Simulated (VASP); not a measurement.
A run of VASP 6.6.1:

Contents of INCAR:

```
PREC = Accurate
ENCUT = 520
EDIFF = 1E-6
ISMEAR = 0
SIGMA = 0.15
LREAL = False
LASPH = True
NELM = 80
ALGO = Normal
ISIF = 2
LWAVE = False
LCHARG = True
GGA = PE
LELF = True
LVHAR = True
NBANDS = 16
```

The input KPOINTS:

```
Automatic mesh
0
Gamma
  14 14 14
```

Contents of POSCAR:

```
InAs
1.0
    0.0000000000      2.7820800000      2.7820800000
    2.7820800000      0.0000000000      2.7820800000
    2.7820800000      2.7820800000      0.0000000000
In As
1 1
Direct
    0.0000000000      0.0000000000      0.0000000000
    0.7500000000      0.7500000000      0.7500000000
```

Potentials or basis: VASP PAW PBE potentials, release 64 (In_d, As).

Command:

```sh
$ cat potpaw_PBE.64/In_d/POTCAR potpaw_PBE.64/As/POTCAR > POTCAR
$ mpirun -np 1 vasp_std > vasp.out
```

Hardware: 1 thread of Intel Xeon 8259CL, on a shared host.

Task: How long does it take, and how much memory?

Result: It took 84 s on 1 thread of Intel Xeon 8259CL, with other jobs on the host, peak memory 0.22 GiB. Counts: scf iterations 13, k points 104.
